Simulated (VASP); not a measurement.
# Ru (P6/mmm) in VASP: notebook

Runs on Ru. Level: PBEsol. Tasks: single point.

Program: VASP 6.6.1. These are calculated values, not measurements. Logs are shortened: lines on timing, memory, paths and dates and some standing lists are left out, and cuts for length are marked.

## Step 1: The cell of the first run

Symmetry: P6/mmm, No. 191, hexagonal system. Conventional cell: a = 4.224 Å, b = 4.224 Å, c = 2.651 Å, α = 90.00°, β = 90.00°, γ = 120.00°. Within 3.5 Å of Ru (site symmetry 6/mmm) lie 14 Ru at 2.65 to 2.78 Å. Ru (site symmetry -6m2) has 11 Ru at 2.44 to 2.78 Å within 3.2 Å.

## Step 2: Single point, PBEsol

INCAR reads:

```
SYSTEM = Ru
PREC = Accurate
ENCUT = 520
EDIFF = 1E-7
ISMEAR = -1
SIGMA = 0.1
LREAL = .False.
LASPH = .True.
NELM = 80
ALGO = Normal
ISIF = 2
LWAVE = .False.
LCHARG = .True.
GGA = PS
LELF = .True.
LVHAR = .True.
NBANDS = 28
```

KPOINTS reads:

```
Automatic mesh
0
Gamma
  9 9 12
  0 0 0
```

POSCAR reads:

```
Ru
1.0
    4.2237123871      0.0000000000      0.0000000000
   -2.1118561935      3.6578422255      0.0000000000
    0.0000000000      0.0000000000      2.6507691449
Ru
3
Direct
    0.0000000000      1.0000000000      0.0000000000
    0.3333333333      0.6666666667      0.5000000000
    0.6666666667      0.3333333333      0.5000000000
```

Potentials or basis: VASP PAW PBE potentials, release 64 (Ru_pv).

Started as:

```console
$ cat potpaw_PBE.64/Ru_pv/POTCAR > POTCAR
$ mpirun -np 1 vasp_std > vasp.out
```

OUTCAR:

```text
SYSTEM = Ru
   PREC = Accurate
   ENCUT = 520
   EDIFF = 1E-7
   ISMEAR = -1
   LREAL = .False.
   LASPH = .True.
   NELM = 80
   ISIF = 2
   GGA = PS

 ion  position               nearest neighbor table
   1  0.000  0.000  0.000-   2 2.78   3 2.78   2 2.78   3 2.78   2 2.78   2 2.78   3 2.78   3 2.78
                             3 2.78   3 2.78   2 2.78   2 2.78
   2  0.333  0.667  0.500-   3 2.44   3 2.44   3 2.44   1 2.78   1 2.78   1 2.78   1 2.78   1 2.78
                             1 2.78
   3  0.667  0.333  0.500-   2 2.44   2 2.44   2 2.44   1 2.78   1 2.78   1 2.78   1 2.78   1 2.78
                             1 2.78

  LATTYP: Found a hexagonal cell.
 ALAT       =     4.2237123871
 C/A-ratio  =     0.6275922463

  Lattice vectors:

 A1 = (   4.2237123871,   0.0000000000,   0.0000000000)
 A2 = (  -2.1118561935,   3.6578422255,   0.0000000000)
 A3 = (   0.0000000000,   0.0000000000,   2.6507691449)

Analysis of symmetry for initial positions (statically):
=====================================================================
 Subroutine PRICEL returns:
 Original cell was already a primitive cell.

 Routine SETGRP: Setting up the symmetry group for a
 hexagonal supercell.

 Subroutine GETGRP returns: Found 24 space group operations
 (whereof 24 operations were pure point group operations)
 out of a pool of 24 trial point group operations.

The static configuration has the point symmetry D_6h.

Analysis of symmetry for dynamics (positions and initial velocities):
=====================================================================
 Subroutine PRICEL returns:
 Original cell was already a primitive cell.

 Routine SETGRP: Setting up the symmetry group for a
 hexagonal supercell.

 Subroutine GETGRP returns: Found 24 space group operations
 (whereof 24 operations were pure point group operations)
 out of a pool of 24 trial point group operations.

The dynamic configuration has the point symmetry D_6h.

 Subroutine INISYM returns: Found 24 space group operations
 (whereof 24 operations are pure point group operations),
 and found     1 'primitive' translations

----------------------------------------------------------------------------------------

                                     Primitive cell

  volume of cell :      40.9535

  direct lattice vectors                    reciprocal lattice vectors
     4.223712387  0.000000000  0.000000000     0.236758545  0.136692610  0.000000000
    -2.111856193  3.657842226  0.000000000     0.000000000  0.273385220  0.000000000
     0.000000000  0.000000000  2.650769145     0.000000000  0.000000000  0.377248997

  length of vectors
     4.223712387  4.223712387  2.650769145     0.273385220  0.273385220  0.377248997

  position of ions in fractional coordinates (direct lattice)
     0.000000000  0.000000000  0.000000000
     0.333333333  0.666666667  0.500000000
     0.666666667  0.333333333  0.500000000

  ion indices of the primitive-cell ions
   primitive index   ion index
                 1           1
                 2           2
                 3           3

----------------------------------------------------------------------------------------

 KPOINTS: Automatic mesh

Automatic generation of k-mesh.
 Grid dimensions read from file:
 generate k-points for:    9    9   12

 Generating k-lattice:

  Cartesian coordinates                     Fractional coordinates (reciprocal lattice)
     0.026306505  0.015188068  0.000000000     0.111111111  0.000000000  0.000000000
     0.000000000  0.030376136  0.000000000     0.000000000  0.111111111  0.000000000
     0.000000000  0.000000000  0.031437416     0.000000000  0.000000000  0.083333333

  Length of vectors
     0.030376136  0.030376136  0.031437416

  Shift w.r.t. Gamma in fractional coordinates (k-lattice)
     0.000000000  0.000000000  0.000000000

 Subroutine IBZKPT returns following result:
 ===========================================

 Found     84 irreducible k-points:

 Following reciprocal coordinates:
            Coordinates               Weight
  0.000000  0.000000  0.000000      1.000000
  0.111111 -0.000000  0.000000      6.000000
  0.222222  0.000000  0.000000      6.000000
  0.333333  0.000000  0.000000      6.000000
  0.444444  0.000000  0.000000      6.000000
  0.111111  0.111111  0.000000      6.000000
[... 16 lines left out ...]
  0.333333  0.222222  0.083333     24.000000
  0.333333  0.333333  0.083333      4.000000
 [... further k-points ...]
   k-points           NKPTS =     84   k-points in BZ     NKDIM =     84   number of bands    NBANDS=     28
   number of dos      NEDOS =    301   number of ions     NIONS =      3
   total plane-waves  NPLWV =  20480
   dimension x,y,z NGX =    32 NGY =   32 NGZ =   20
   dimension x,y,z NGXF=    64 NGYF=   64 NGZF=   40
   ions per type =               3
   NGX,Y,Z   is equivalent  to a cutoff of  12.60, 12.60, 12.54 a.u.
   NGXF,Y,Z  is equivalent  to a cutoff of  25.19, 25.19, 25.09 a.u.
 SYSTEM =  Ru
   PREC   = accura    normal or accurate (medium, high low for compatibility)
   ISTART =      0    job   : 0-new  1-cont  2-samecut
   ICHARG =      2    charge: 1-file 2-atom 10-const
   ISPIN  =      1    spin polarized calculation?
   LNONCOLLINEAR =      F non collinear calculations
   LSORBIT =      F    spin-orbit coupling
   LASPH  =      T    aspherical Exc in radial PAW
   ENCUT  =  520.0 eV  38.22 Ry    6.18 a.u.   7.85  7.85  4.93*2*pi/ulx,y,z
   NELM   =     80;   NELMIN=  2; NELMDL= -5     # of ELM steps
   EDIFF  = 0.1E-06   stopping-criterion for ELM
   LREAL  =      F    real-space projection
   EDIFFG = 0.1E-05   stopping-criterion for IOM
   NSW    =      0    number of steps for IOM
   IBRION =     -1    ionic relax: 0-MD 1-quasi-New 2-CG
   NFREE  =      0    steps in history (QN), initial steepest desc. (CG)
   ISIF   =      2    stress and relaxation
   ISYM   =      2    0-nonsym 1-usesym 2-fastsym
   POTIM  = 0.5000    time-step for ionic-motion
   TEBEG  =    0.0;   TEEND  =   0.0 temperature during run
   PSTRESS=    0.0 pullay stress
   NELECT =      42.0000    total number of electrons
   NUPDOWN=      -1.0000    fix difference up-down
   EMIN   =  10.00;   EMAX   =-10.00  energy-range for DOS
   EFERMI =   0.00;   METHOD = LEGACY
   ISMEAR =    -1;   SIGMA  =   0.10  broadening in eV -4-tet -1-fermi 0-gaus
   EFERMI_NEDOS =   21; number of points for ismear=-14 and -15
   IALGO  =     38    algorithm
   IMIX   =      4    mixing-type and parameters
     AMIX     =   0.40;   BMIX     =  1.00
     AMIX_MAG =   1.60;   BMIX_MAG =  1.00
  volume/ion in A,a.u.               =      13.65        92.12
  Fermi-wavevector in a.u.,A,eV,Ry     =   1.650926  3.119797 37.083435  2.725556
  Thomas-Fermi vector in A             =   2.739792
   LORBIT       =      0    0 simple, 1 ext, 2 COOP (PROOUT), +10 PAW based schemes
   GGA     = PS    functional components
   LHFCALC =     F    Hartree Fock is set to
   AEXX    =    0.0000 exact exchange contribution
   IVDW    =     0    specifies the selected vdW correction
   LEPSILON=     F    determine dielectric tensor
   LRPA    =     F    only Hartree local field effects (RPA)
 non-spin polarized calculation
  energy-cutoff  :      520.00
  volume of cell :       40.95
 maximum number of plane-waves:      1117
 NGX is ok and might be reduce to    32
   NGX = 15   NGY = 15   NGZ =  9

 number of electron      41.9999996 magnetization

 Free energy of the ion-electron system (eV)
  ---------------------------------------------------
  ext. energy  EPLUGINS =         0.00000000
  ---------------------------------------------------
  free energy    TOTEN  =       -29.73747073 eV

  energy without entropy =      -29.62796742  energy(sigma->0) =      -29.68271908

 E-fermi :  12.7987     XC(G=0): -14.2293

 val. band max:       12.7749406699   @ k =   0.3333   0.3333   0.2500
 cond. band min:      12.8112448783   @ k =   0.2222   0.2222   0.2500
 fundamental gap:      0.0363042084
 Fermi energy:        12.7986837760

 k-point     1 :       0.0000    0.0000    0.0000
  band No.  band energies     occupation
      1     -30.8342      2.00000
      2     -30.8342      2.00000
      3     -30.4199      2.00000
      4     -30.4199      2.00000
      5     -30.1165      2.00000
      6     -29.8396      2.00000
[... 20 lines left out ...]
     27      22.2669      0.00000
     28      22.3616      0.00000

 k-point     2 :       0.1111   -0.0000    0.0000
  band No.  band energies     occupation
      1     -30.8688      2.00000
      2     -30.8399      2.00000
      3     -30.3773      2.00000
      4     -30.3684      2.00000
      5     -30.1067      2.00000
      6     -29.8451      2.00000
[... 20 lines left out ...]
     27      20.4447      0.00000
     28      22.7416      0.00000

 k-point     3 :       0.2222    0.0000    0.0000
  band No.  band energies     occupation
      1     -30.9379      2.00000
      2     -30.8258      2.00000
      3     -30.2852      2.00000
      4     -30.2571      2.00000
      5     -30.0788      2.00000
      6     -29.9593      2.00000
[... 20 lines left out ...]
     27      18.6132      0.00000
     28      22.8664      0.00000

 k-point     4 :       0.3333    0.0000    0.0000
  band No.  band energies     occupation
      1     -30.9995      2.00000
      2     -30.7583      2.00000
      3     -30.1900      2.00000
      4     -30.1883      2.00000
      5     -30.1003      2.00000
      6     -30.0372      2.00000
[... 578 lines left out ...]
     27      16.0956      0.00000
     28      22.9784      0.00000

 k-point    23 :       0.3333    0.2222    0.0833
  band No.  band energies     occupation
      1     -30.9647      2.00000
      2     -30.6712      2.00000
      3     -30.4401      2.00000
      4     -30.0935      2.00000
      5     -30.0839      2.00000
      6     -29.9909      2.00000
[... 20 lines left out ...]
     27      14.9992      0.00000
     28      22.9697      0.00000

 k-point    24 :       0.3333    0.3333    0.0833
  band No.  band energies     occupation
      1     -30.9464      2.00000
      2     -30.5812      2.00000
      3     -30.5812      2.00000
      4     -30.0764      2.00000
      5     -30.0764      2.00000
      6     -29.9652      2.00000
[... 20 lines left out ...]
     27      14.4488      0.00000
     28      22.9871      0.00000

 [... further k-points ...]

------------------------ aborting loop because EDIFF is reached ----------------------------------------

  FORCE on cell =-STRESS in cart. coord.  units (eV):
  Direction    XX          YY          ZZ          XY          YZ          ZX
  --------------------------------------------------------------------------------------
  -------------------------------------------------------------------------------------
  Total        0.0255940      0.0255940     -0.0194852      0.0000000     -0.0000000      0.0000000
  in kB        1.0012827      1.0012827     -0.7622953      0.0000000     -0.0000000      0.0000000
  external PRESSURE =       0.4134233 kB  Pullay stress =       0.0000000 kB

 VOLUME and BASIS-vectors are now :
 -----------------------------------------------------------------------------
  energy-cutoff  :      520.00
  volume of cell :       40.95
      direct lattice vectors                 reciprocal lattice vectors
     4.223712387  0.000000000  0.000000000     0.236758545  0.136692610  0.000000000
    -2.111856193  3.657842226  0.000000000     0.000000000  0.273385220  0.000000000
     0.000000000  0.000000000  2.650769145     0.000000000  0.000000000  0.377248997

 POSITION                                       TOTAL-FORCE (eV/Angst)
 -----------------------------------------------------------------------------------
      0.00000      0.00000      0.00000         0.000000      0.000000      0.000000
     -0.00000      2.43856      1.32538        -0.000000      0.000000     -0.000000
      2.11186      1.21928      1.32538         0.000000     -0.000000      0.000000
 -----------------------------------------------------------------------------------
    total drift:                               -0.000000      0.000000      0.000000

  FREE ENERGIE OF THE ION-ELECTRON SYSTEM (eV)
  ---------------------------------------------------
  free  energy   TOTEN  =       -29.7374707281 eV

  energy  without entropy=      -29.6279674235  energy(sigma->0) =      -29.68271908
```

It took 36 s on 1 thread of Intel Xeon 6975P-C (Granite Rapids), shared host; peak memory 0.19 GiB.

What came out:

```yaml
Free_energy: -29.7375 eV
Pressure: 0.0 GPa
Band_gap_on_the_k_mesh: zero (band 21 reaches 13.94 eV, above the bottom of band 22 at 11.43 eV)
```

Caveat: the PAW data sets were made with another functional, which shifts forces and pressure a little.

## Step 3: Single point, PBEsol (volume scaled by 0.88)

INCAR reads:

```
SYSTEM = Ru
PREC = Accurate
ENCUT = 520
EDIFF = 1E-6
ISMEAR = -1
SIGMA = 0.1
LREAL = .False.
LASPH = .True.
NELM = 100
ALGO = Normal
ISIF = 2
LWAVE = .False.
LCHARG = .False.
GGA = PS
NBANDS = 28
```

KPOINTS reads:

```
Automatic mesh
0
Gamma
  10 10 13
  0 0 0
```

POSCAR reads:

```
Ru
1.0
    4.0475158804      0.0000000000      0.0000000000
   -2.0237579402      3.5052515747      0.0000000000
    0.0000000000      0.0000000000      2.5401895834
Ru
3
Direct
    0.0000000000      1.0000000000      0.0000000000
    0.3333333333      0.6666666667      0.5000000000
    0.6666666667      0.3333333333      0.5000000000
```

Potentials or basis: VASP PAW PBE potentials, release 64 (Ru_pv).

Started as:

```console
$ cat potpaw_PBE.64/Ru_pv/POTCAR > POTCAR
$ mpirun -np 1 vasp_std > vasp.out
```

It took 40 s on 1 thread of Intel Xeon 6975P-C (Granite Rapids), shared host; peak memory 0.19 GiB.

It converged, with:

```
Free energy            : -28.9546 eV
Pressure               : 56.8 GPa
Band gap on the k mesh : zero (band 21 reaches 16.55 eV, above the bottom of band 22 at 13.60 eV)
```

Stress tensor (GPa, compression positive):
```
58.88  0.00  0.00
 0.00 58.88  0.00
 0.00  0.00 52.69
```

Levels at points of the mesh, in eV from the Fermi level:
```csv
k point,band 17,band 18,band 19,band 20,band 21,band 22,band 23,band 24,band 25,band 26
"(0.00, 0.00, 0.00)",-3.47,-2.66,-2.66,-1.81,-1.81,-1.70,-1.70,2.16,2.16,10.04
"(0.50, 0.00, 0.00)",-3.24,-3.03,-1.47,-1.39,0.53,1.03,1.04,1.08,1.48,1.56
```

Caveat: the PAW data sets were made with another functional, which shifts forces and pressure a little.

## Step 4: Single point, PBEsol (volume scaled by 0.92)

INCAR reads:

```
SYSTEM = Ru
  ALGO = Normal
  EDIFF = 1E-7
  ENCUT = 520
  GGA = PS
  ISIF = 2
  ISMEAR = -1
  LASPH = .True.
  LCHARG = .False.
  LREAL = .False.
  LWAVE = .False.
  NBANDS = 28
  NELM = 80
  PREC = Accurate
  SIGMA = 0.1
```

KPOINTS reads:

```
k-points
0
Gamma
  10 10 13
  0 0 0
```

POSCAR reads:

```
Ru
1.0
    4.1079354728      0.0000000000      0.0000000000
   -2.0539677364      3.5575764766      0.0000000000
    0.0000000000      0.0000000000      2.5781084512
Ru
3
Direct
    0.0000000000      1.0000000000      0.0000000000
    0.3333333333      0.6666666667      0.5000000000
    0.6666666667      0.3333333333      0.5000000000
```

Potentials or basis: VASP PAW PBE potentials, release 64 (Ru_pv).

Started as:

```console
$ cat potpaw_PBE.64/Ru_pv/POTCAR > POTCAR
$ mpirun -np 1 vasp_std > vasp.out
```

OUTCAR:

```text
SYSTEM = Ru
   EDIFF = 1E-7
   ENCUT = 520
   GGA = PS
   ISIF = 2
   ISMEAR = -1
   LASPH = .True.
   LREAL = .False.
   NELM = 80
   PREC = Accurate

 ion  position               nearest neighbor table
   1  0.000  0.000  0.000-   2 2.70   3 2.70   2 2.70   3 2.70   3 2.70   3 2.70   2 2.70   2 2.70
                             3 2.70   3 2.70   2 2.70   2 2.70
   2  0.333  0.667  0.500-   3 2.37   3 2.37   3 2.37   1 2.70   1 2.70   1 2.70   1 2.70   1 2.70
                             1 2.70
   3  0.667  0.333  0.500-   2 2.37   2 2.37   2 2.37   1 2.70   1 2.70   1 2.70   1 2.70   1 2.70
                             1 2.70

  LATTYP: Found a hexagonal cell.
[... 942 lines left out ...]
  --------------------------------------------------------------------------------------
  -------------------------------------------------------------------------------------
  Total        8.1353204      8.1353204      7.3137077      0.0000000      0.0000000      0.0000000
  in kB      345.9443214    345.9443214    311.0062664      0.0000000      0.0000000      0.0000000
  external PRESSURE =     334.2983031 kB  Pullay stress =       0.0000000 kB

 VOLUME and BASIS-vectors are now :
 -----------------------------------------------------------------------------
  energy-cutoff  :      520.00
  volume of cell :       37.68
      direct lattice vectors                 reciprocal lattice vectors
     4.107935473  0.000000000  0.000000000     0.243431282  0.140545116  0.000000000
    -2.053967736  3.557576477  0.000000000     0.000000000  0.281090233  0.000000000
     0.000000000  0.000000000  2.578108451     0.000000000  0.000000000  0.387881278

 POSITION                                       TOTAL-FORCE (eV/Angst)
 -----------------------------------------------------------------------------------
      0.00000      0.00000      0.00000        -0.000000      0.000000      0.000000
     -0.00000      2.37172      1.28905         0.000000      0.000000      0.000000
      2.05397      1.18586      1.28905         0.000000     -0.000000     -0.000000
 -----------------------------------------------------------------------------------
    total drift:                               -0.000000      0.000000      0.000000

  FREE ENERGIE OF THE ION-ELECTRON SYSTEM (eV)
  ---------------------------------------------------
  free  energy   TOTEN  =       -29.4133558933 eV

  energy  without entropy=      -29.3164264875  energy(sigma->0) =      -29.36489119
```

stdout:

```text
POSCAR found type information on POSCAR Ru
 POSCAR found :  1 types and       3 ions
 scaLAPACK will be used
 -----------------------------------------------------------------------------
|                                                                             |
|                                                                             |
|     You enforced a specific xc type in the INCAR file but a different       |
|     I HOPE YOU KNOW WHAT YOU ARE DOING!                                     |
|                                                                             |
 -----------------------------------------------------------------------------

 LDA part: xc-table for (Slater+PW92), standard interpolation
 POSCAR, INCAR and KPOINTS ok, starting setup
 FFT: planning ... GRIDC
 FFT: planning ... GRID_SOFT
 FFT: planning ... GRID
 WAVECAR not read
 entering main loop
```

Run time: 35 s. Hardware: 1 thread of Intel Xeon 6975P-C (Granite Rapids), shared host; peak memory 0.2 GiB.

What came out:

```
Free energy            : -29.4134 eV
Pressure               : 33.4 GPa
Band gap on the k mesh : zero (band 21 reaches 15.57 eV, above the bottom of band 22 at 12.82 eV)
```

Stress tensor (GPa, compression positive):
```
34.59  0.00  0.00
 0.00 34.59  0.00
 0.00  0.00 31.10
```

Levels at points of the mesh, in eV from the Fermi level:
```tsv
k point	band 17	band 18	band 19	band 20	band 21	band 22	band 23	band 24	band 25	band 26
(0.00, 0.00, 0.00)	-3.26	-2.48	-2.48	-1.68	-1.68	-1.57	-1.57	2.01	2.01	10.20
(0.50, 0.00, 0.00)	-3.02	-2.87	-1.37	-1.29	0.48	0.96	0.97	1.01	1.40	1.48
```

Caveat: the PAW data sets were made with another functional, which shifts forces and pressure a little.

[end of part 1 of 2]
